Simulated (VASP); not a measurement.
# Si in VASP: further runs

Runs on Si. Level: LDA. Tasks: single point.

Everything below comes from runs of VASP 6.6.1. Logs are shortened: lines on timing, memory, paths and dates and some standing lists are left out, and cuts for length are marked.

### Step 1. The cell of the first run

The cell holds a slab with vacuum, 2 atoms: a = 3.769 Å, b = 3.769 Å, c = 28.000 Å, α = 90.00°, β = 90.00°, γ = 120.00°.

### Step 2. Single point, LDA

File INCAR:

```
SYSTEM = Si
  PREC = Accurate
  ENCUT = 520
  EDIFF = 1E-6
  ISMEAR = 0
  SIGMA = 0.1
  LREAL = .False.
  LASPH = .True.
  NELM = 100
  ALGO = Normal
  ISIF = 2
  LWAVE = .False.
  LCHARG = .False.
  LDIPOL = .True.
  IDIPOL = 3
  DIPOL = 0.5 0.5 0.500
  GGA = CA
  NBANDS = 11
```

File KPOINTS:

```
regular mesh
0
Gamma
  15 15 1
  0 0 0
```

File POSCAR:

```
Si
1.0
    3.7690000000      0.0000000000      0.0000000000
   -1.8845000000      3.2640497469      0.0000000000
    0.0000000000      0.0000000000     28.0000000000
Si
2
Direct
    0.3333333333      0.6666666667      0.5153035714
    0.6666666667      0.3333333333      0.4846964286
```

Potentials or basis: VASP PAW LDA potentials, release 64 (Si).

Launch:

```sh
cat potpaw_LDA.64/Si/POTCAR > POTCAR
mpirun -np 1 vasp_std > vasp.out
```

OUTCAR:

```text
SYSTEM = Si
   PREC = Accurate
   ENCUT = 520
   EDIFF = 1E-6
   ISMEAR = 0
   LREAL = .False.
   LASPH = .True.
   NELM = 100
   ISIF = 2
   GGA = CA

 ion  position               nearest neighbor table
   1  0.333  0.667  0.515-   2 2.34   2 2.34   2 2.34
   2  0.667  0.333  0.485-   1 2.34   1 2.34   1 2.34

  LATTYP: Found a hexagonal cell.
 ALAT       =     3.7690000000
 C/A-ratio  =     7.4290262669

  Lattice vectors:

 A1 = (   3.7690000000,   0.0000000000,   0.0000000000)
 A2 = (  -1.8845000000,   3.2640497469,   0.0000000000)
 A3 = (   0.0000000000,   0.0000000000,  28.0000000000)

Analysis of symmetry for initial positions (statically):
=====================================================================
 Subroutine PRICEL returns:
 Original cell was already a primitive cell.

 Routine SETGRP: Setting up the symmetry group for a
 hexagonal supercell.

 Subroutine GETGRP returns: Found 12 space group operations
 (whereof 12 operations were pure point group operations)
 out of a pool of 24 trial point group operations.

The static configuration has the point symmetry D_3d.

Analysis of symmetry for dynamics (positions and initial velocities):
=====================================================================
 Subroutine PRICEL returns:
 Original cell was already a primitive cell.

 Routine SETGRP: Setting up the symmetry group for a
 hexagonal supercell.

 Subroutine GETGRP returns: Found 12 space group operations
 (whereof 12 operations were pure point group operations)
 out of a pool of 24 trial point group operations.

The dynamic configuration has the point symmetry D_3d.

 Subroutine INISYM returns: Found 12 space group operations
 (whereof 12 operations are pure point group operations),
 and found     1 'primitive' translations

----------------------------------------------------------------------------------------

                                     Primitive cell

  volume of cell :     344.4617

  direct lattice vectors                    reciprocal lattice vectors
     3.769000000  0.000000000  0.000000000     0.265322367  0.153183940  0.000000000
    -1.884500000  3.264049747  0.000000000     0.000000000  0.306367880  0.000000000
     0.000000000  0.000000000 28.000000000     0.000000000  0.000000000  0.035714286

  length of vectors
     3.769000000  3.769000000 28.000000000     0.306367880  0.306367880  0.035714286

  position of ions in fractional coordinates (direct lattice)
     0.333333333  0.666666667  0.515303571
     0.666666667  0.333333333  0.484696429

  ion indices of the primitive-cell ions
   primitive index   ion index
                 1           1
                 2           2

----------------------------------------------------------------------------------------

 KPOINTS: regular mesh

Automatic generation of k-mesh.
 Grid dimensions read from file:
 generate k-points for:   15   15    1

 Generating k-lattice:

  Cartesian coordinates                     Fractional coordinates (reciprocal lattice)
     0.017688158  0.010212263  0.000000000     0.066666667  0.000000000  0.000000000
     0.000000000  0.020424525  0.000000000     0.000000000  0.066666667  0.000000000
     0.000000000  0.000000000  0.035714286     0.000000000  0.000000000  1.000000000

  Length of vectors
     0.020424525  0.020424525  0.035714286

  Shift w.r.t. Gamma in fractional coordinates (k-lattice)
     0.000000000  0.000000000  0.000000000

 Subroutine IBZKPT returns following result:
 ===========================================

 Found     27 irreducible k-points:

 Following reciprocal coordinates:
            Coordinates               Weight
  0.000000  0.000000  0.000000      1.000000
  0.066667  0.000000  0.000000      6.000000
  0.133333  0.000000  0.000000      6.000000
  0.200000  0.000000  0.000000      6.000000
  0.266667  0.000000  0.000000      6.000000
  0.333333  0.000000  0.000000      6.000000
[... 16 lines left out ...]
  0.333333  0.200000  0.000000     12.000000
  0.400000  0.200000  0.000000      6.000000
 [... further k-points ...]
   k-points           NKPTS =     27   k-points in BZ     NKDIM =     27   number of bands    NBANDS=     11
   number of dos      NEDOS =    301   number of ions     NIONS =      2
   total plane-waves  NPLWV = 164640
   dimension x,y,z NGX =    28 NGY =   28 NGZ =  210
   dimension x,y,z NGXF=    56 NGYF=   56 NGZF=  420
   ions per type =               2
   NGX,Y,Z   is equivalent  to a cutoff of  12.35, 12.35, 12.47 a.u.
   NGXF,Y,Z  is equivalent  to a cutoff of  24.70, 24.70, 24.94 a.u.
 SYSTEM =  Si
   PREC   = accura    normal or accurate (medium, high low for compatibility)
   ISTART =      0    job   : 0-new  1-cont  2-samecut
   ICHARG =      2    charge: 1-file 2-atom 10-const
   ISPIN  =      1    spin polarized calculation?
   LNONCOLLINEAR =      F non collinear calculations
   LSORBIT =      F    spin-orbit coupling
   LASPH  =      T    aspherical Exc in radial PAW
   ENCUT  =  520.0 eV  38.22 Ry    6.18 a.u.   7.01  7.01 52.06*2*pi/ulx,y,z
   NELM   =    100;   NELMIN=  2; NELMDL= -5     # of ELM steps
   EDIFF  = 0.1E-05   stopping-criterion for ELM
   LREAL  =      F    real-space projection
   EDIFFG = 0.1E-04   stopping-criterion for IOM
   NSW    =      0    number of steps for IOM
   IBRION =     -1    ionic relax: 0-MD 1-quasi-New 2-CG
   NFREE  =      0    steps in history (QN), initial steepest desc. (CG)
   ISIF   =      2    stress and relaxation
   ISYM   =      2    0-nonsym 1-usesym 2-fastsym
   POTIM  = 0.5000    time-step for ionic-motion
   TEBEG  =    0.0;   TEEND  =   0.0 temperature during run
   PSTRESS=    0.0 pullay stress
   NELECT =       8.0000    total number of electrons
   NUPDOWN=      -1.0000    fix difference up-down
   EMIN   =  10.00;   EMAX   =-10.00  energy-range for DOS
   EFERMI =   0.00;   METHOD = LEGACY
   ISMEAR =     0;   SIGMA  =   0.10  broadening in eV -4-tet -1-fermi 0-gaus
   EFERMI_NEDOS =   21; number of points for ismear=-14 and -15
   IALGO  =     38    algorithm
   IMIX   =      4    mixing-type and parameters
     AMIX     =   0.40;   BMIX     =  1.00
     AMIX_MAG =   1.60;   BMIX_MAG =  1.00
  volume/ion in A,a.u.               =     172.23      1162.27
  Fermi-wavevector in a.u.,A,eV,Ry     =   0.467080  0.882653  2.968296  0.218164
  Thomas-Fermi vector in A             =   1.457302
   LORBIT       =      0    0 simple, 1 ext, 2 COOP (PROOUT), +10 PAW based schemes
   GGA     = CA    functional components
   LHFCALC =     F    Hartree Fock is set to
   AEXX    =    0.0000 exact exchange contribution
   IVDW    =     0    specifies the selected vdW correction
   LEPSILON=     F    determine dielectric tensor
   LRPA    =     F    only Hartree local field effects (RPA)
 non-spin polarized calculation
 Gauss-broadening in eV      SIGMA  =   0.10
  energy-cutoff  :      520.00
  volume of cell :      344.46
 maximum number of plane-waves:      9325
 NGX is ok and might be reduce to    28
   NGX = 13   NGY = 13   NGZ =105

 number of electron       8.0000000 magnetization

 dipolmoment           0.000000      0.000000     -0.000000 electrons x Angstroem

 Free energy of the ion-electron system (eV)
  ---------------------------------------------------
  ext. energy  EPLUGINS =         0.00000000
  ---------------------------------------------------
  free energy    TOTEN  =       -10.16373340 eV

  energy without entropy =      -10.16241021  energy(sigma->0) =      -10.16307181

 E-fermi :  -3.4364     XC(G=0):  -1.6583

 val. band max:       -3.5266409433   @ k =   0.0667   0.0000   0.0000
 cond. band min:      -3.4120496693   @ k =   0.0000   0.0000   0.0000
 fundamental gap:      0.1145912740
 Fermi energy:        -3.4363570248

 k-point     1 :       0.0000    0.0000    0.0000
  band No.  band energies     occupation
      1     -13.9739      2.00000
      2      -7.0068      2.00000
      3      -3.4120      0.73103
      4      -3.4120      0.73103
      5      -1.9335      0.00000
      6      -0.2777      0.00000
      7       0.4214      0.00000
      8       0.4214      0.00000
      9       0.8898      0.00000
     10       1.1766      0.00000
     11       1.5426      0.00000

 k-point     2 :       0.0667    0.0000    0.0000
  band No.  band energies     occupation
      1     -13.9189      2.00000
      2      -6.9686      2.00000
      3      -3.8678      2.00000
      4      -3.5266      1.79833
      5      -1.8995      0.00000
      6      -0.0136      0.00000
      7       0.4825      0.00000
      8       0.6245      0.00000
      9       0.9511      0.00000
     10       1.2367      0.00000
     11       1.5767      0.00000

 k-point     3 :       0.1333    0.0000    0.0000
  band No.  band energies     occupation
      1     -13.7547      2.00000
      2      -6.8743      2.00000
      3      -4.7879      2.00000
      4      -3.8056      2.00000
      5      -1.8099      0.00000
      6      -0.2445      0.00000
      7       1.1337      0.00000
      8       1.1561      0.00000
      9       1.2881      0.00000
     10       1.4384      0.00000
     11       1.7325      0.00000

 k-point     4 :       0.2000    0.0000    0.0000
  band No.  band energies     occupation
      1     -13.4836      2.00000
      2      -6.8727      2.00000
      3      -5.6352      2.00000
      4      -4.1384      2.00000
      5      -1.7186      0.00000
      6      -0.6493      0.00000
      7       1.4051      0.00000
      8       1.4843      0.00000
      9       1.8256      0.00000
     10       1.8515      0.00000
     11       2.2004      0.00000

 k-point     5 :       0.2667    0.0000    0.0000
  band No.  band energies     occupation
      1     -13.1107      2.00000
      2      -7.4355      2.00000
      3      -5.8147      2.00000
      4      -4.4511      2.00000
      5      -1.7732      0.00000
      6      -0.9634      0.00000
      7       1.0990      0.00000
      8       1.8726      0.00000
      9       2.2220      0.00000
     10       2.4805      0.00000
     11       2.6210      0.00000
[... 211 lines left out ...]
 k-point    21 :       0.2000    0.2000    0.0000
  band No.  band energies     occupation
      1     -12.5375      2.00000
      2      -8.2301      2.00000
      3      -5.8166      2.00000
      4      -5.3456      2.00000
      5      -1.9716      0.00000
      6       0.7119      0.00000
      7       1.2023      0.00000
      8       1.7573      0.00000
      9       2.0286      0.00000
     10       2.6396      0.00000
     11       2.9098      0.00000

 k-point    22 :       0.2667    0.2000    0.0000
  band No.  band energies     occupation
      1     -12.0427      2.00000
      2      -8.9426      2.00000
      3      -6.2668      2.00000
      4      -4.9150      2.00000
      5      -2.3655      0.00000
      6       0.7865      0.00000
      7       1.1557      0.00000
      8       1.6581      0.00000
      9       2.8948      0.00000
     10       3.2271      0.00000
     11       3.5293      0.00000

 k-point    23 :       0.3333    0.2000    0.0000
  band No.  band energies     occupation
      1     -11.5156      2.00000
      2      -9.6258      2.00000
      3      -6.5304      2.00000
      4      -4.4450      2.00000
      5      -2.8466      0.00000
      6       0.6005      0.00000
      7       1.1216      0.00000
      8       1.9729      0.00000
      9       3.5041      0.00000
     10       3.9437      0.00000
     11       4.1695      0.00000

 k-point    24 :       0.4000    0.2000    0.0000
  band No.  band energies     occupation
      1     -11.2008      2.00000
      2      -9.9971      2.00000
      3      -6.6163      2.00000
      4      -4.1661      2.00000
      5      -3.1363      0.00002
      6       0.5236      0.00000
      7       1.0826      0.00000
      8       2.3769      0.00000
      9       2.9870      0.00000
     10       4.7200      0.00000
     11       4.8740      0.00000

 [... further k-points ...]

------------------------ aborting loop because EDIFF is reached ----------------------------------------

 vacuum level on the upper side and lower side of the slab       (xc-potential included)        -0.007        -0.007

  FORCE on cell =-STRESS in cart. coord.  units (eV):
  Direction    XX          YY          ZZ          XY          YZ          ZX
  --------------------------------------------------------------------------------------
  -------------------------------------------------------------------------------------
  Total       -0.7186835     -0.7186835     -1.2674709      0.0000000      0.0000000      0.0000000
  in kB       -3.3427762     -3.3427762     -5.8953234      0.0000000      0.0000000      0.0000000
  external PRESSURE =      -4.1936253 kB  Pullay stress =       0.0000000 kB

 VOLUME and BASIS-vectors are now :
 -----------------------------------------------------------------------------
  energy-cutoff  :      520.00
  volume of cell :      344.46
      direct lattice vectors                 reciprocal lattice vectors
     3.769000000  0.000000000  0.000000000     0.265322367  0.153183940  0.000000000
    -1.884500000  3.264049747  0.000000000     0.000000000  0.306367880  0.000000000
     0.000000000  0.000000000 28.000000000     0.000000000  0.000000000  0.035714286

 POSITION                                       TOTAL-FORCE (eV/Angst)
 -----------------------------------------------------------------------------------
     -0.00000      2.17603     14.42850        -0.000000     -0.000000     -1.474686
      1.88450      1.08802     13.57150         0.000000      0.000000      1.474686
 -----------------------------------------------------------------------------------
    total drift:                               -0.000000      0.000000      0.000000

  FREE ENERGIE OF THE ION-ELECTRON SYSTEM (eV)
  ---------------------------------------------------
  free  energy   TOTEN  =       -10.1637333975 eV

  energy  without entropy=      -10.1624102149  energy(sigma->0) =      -10.16307181

 vacuum level on the upper side and lower side of the slab         1.191         1.191
```

Wall time 3.5 min (1 thread of Intel Xeon Platinum 8259CL at 2.50GHz (Skylake/Cascade Lake), shared host); peak memory 0.34 GiB.

Results:

- Free energy: -10.1637 eV
- Largest force: 1.475 eV/Å
- Band gap on the k mesh: zero (band 4 reaches -3.41 eV, above the bottom of band 5 at -3.57 eV)

Forces on the atoms (eV/Å):
```
Si   0.000  0.000 -1.475
Si   0.000  0.000  1.475
```

### Step 3. Single point, LDA

File INCAR:

```
SYSTEM = Si
  PREC = Accurate
  ENCUT = 520
  EDIFF = 1E-7
  ISMEAR = 0
  SIGMA = 0.1
  LREAL = .FALSE.
  LASPH = .TRUE.
  NELM = 60
  ALGO = Normal
  ISIF = 2
  LWAVE = .FALSE.
  LCHARG = .TRUE.
  LDIPOL = .TRUE.
  IDIPOL = 3
  DIPOL = 0.5 0.5 0.500
  GGA = CA
  LELF = .TRUE.
  LVHAR = .TRUE.
  LVACPOTAV = .TRUE.
  NBANDS = 11
```

File KPOINTS:

```
regular mesh
0
G
  15 15 1
  0 0 0
```

File POSCAR:

```
Si
1.0
    3.7690000000      0.0000000000      0.0000000000
   -1.8845000000      3.2640497469      0.0000000000
    0.0000000000      0.0000000000     28.0000000000
Si
2
Direct
    0.3333333333      0.6666666667      0.5025535714
    0.6666666667      0.3333333333      0.4974464286
```

Potentials or basis: VASP PAW LDA potentials, release 64 (Si).

Launch:

```sh
cat potpaw_LDA.64/Si/POTCAR > POTCAR
mpirun -np 1 vasp_std > vasp.out
```

OUTCAR:

```text
SYSTEM = Si
   PREC = Accurate
   ENCUT = 520
   EDIFF = 1E-7
   ISMEAR = 0
   LREAL = .FALSE.
   LASPH = .TRUE.
   NELM = 60
   ISIF = 2
   GGA = CA

 ion  position               nearest neighbor table
   1  0.333  0.667  0.503-   2 2.18   2 2.18   2 2.18
   2  0.667  0.333  0.497-   1 2.18   1 2.18   1 2.18

  LATTYP: Found a hexagonal cell.
 ALAT       =     3.7690000000
 C/A-ratio  =     7.4290262669

  Lattice vectors:

[... 530 lines left out ...]
 vacuum level on the upper side and lower side of the slab       (xc-potential included)        -0.103        -0.103

  FORCE on cell =-STRESS in cart. coord.  units (eV):
  Direction    XX          YY          ZZ          XY          YZ          ZX
  --------------------------------------------------------------------------------------
  -------------------------------------------------------------------------------------
  Total        2.5050822      2.5050822      0.0210832      0.0000000      0.0000000      0.0000000
  in kB       11.6517627     11.6517627      0.0980632      0.0000000      0.0000000      0.0000000
  external PRESSURE =       7.8005295 kB  Pullay stress =       0.0000000 kB

 VOLUME and BASIS-vectors are now :
 -----------------------------------------------------------------------------
  energy-cutoff  :      520.00
  volume of cell :      344.46
      direct lattice vectors                 reciprocal lattice vectors
     3.769000000  0.000000000  0.000000000     0.265322367  0.153183940  0.000000000
    -1.884500000  3.264049747  0.000000000     0.000000000  0.306367880  0.000000000
     0.000000000  0.000000000 28.000000000     0.000000000  0.000000000  0.035714286

 POSITION                                       TOTAL-FORCE (eV/Angst)
 -----------------------------------------------------------------------------------
     -0.00000      2.17603     14.07150         0.000000     -0.000000      0.175067
      1.88450      1.08802     13.92850        -0.000000      0.000000     -0.175067
 -----------------------------------------------------------------------------------
    total drift:                                0.000000     -0.000000     -0.000000

  FREE ENERGIE OF THE ION-ELECTRON SYSTEM (eV)
  ---------------------------------------------------
  free  energy   TOTEN  =       -10.3263525166 eV

  energy  without entropy=      -10.3253495128  energy(sigma->0) =      -10.32585101

 vacuum level on the upper side and lower side of the slab         1.258         1.258
```

stdout:

```text
POSCAR found type information on POSCAR Si
 POSCAR found :  1 types and       2 ions
 scaLAPACK will be used
 LDA part: xc-table for (Slater(with rela. corr.)+CA(PZ))
 , standard interpolation
 POSCAR, INCAR and KPOINTS ok, starting setup
 FFT: planning ... GRIDC
 FFT: planning ... GRID_SOFT
 FFT: planning ... GRID
 WAVECAR not read
 entering main loop
```

Run time: 4 min. Hardware: 1 thread of Intel Xeon Platinum 8259CL at 2.50GHz (Skylake/Cascade Lake), shared host; peak memory 0.34 GiB.

Results:

```yaml
Free_energy: -10.3264 eV
Largest_force: 0.175 eV/Å
Band_gap_on_the_k_mesh: zero (filled and empty bands touch)
Work_function_of_the_upper_face: 4.73 eV
Work_function_of_the_lower_face: 4.73 eV
```

Forces in eV/Å, atoms in the order of the input:
```
Si   0.000  0.000  0.175
Si   0.000  0.000 -0.175
```

Levels at points of the mesh, in eV from the Fermi level:
```tsv
k point	band 2	band 3	band 4	band 5	band 6	band 7
(0.00, 0.00, 0.00)	-3.38	-1.64	-1.64	2.30	2.71	2.71
```
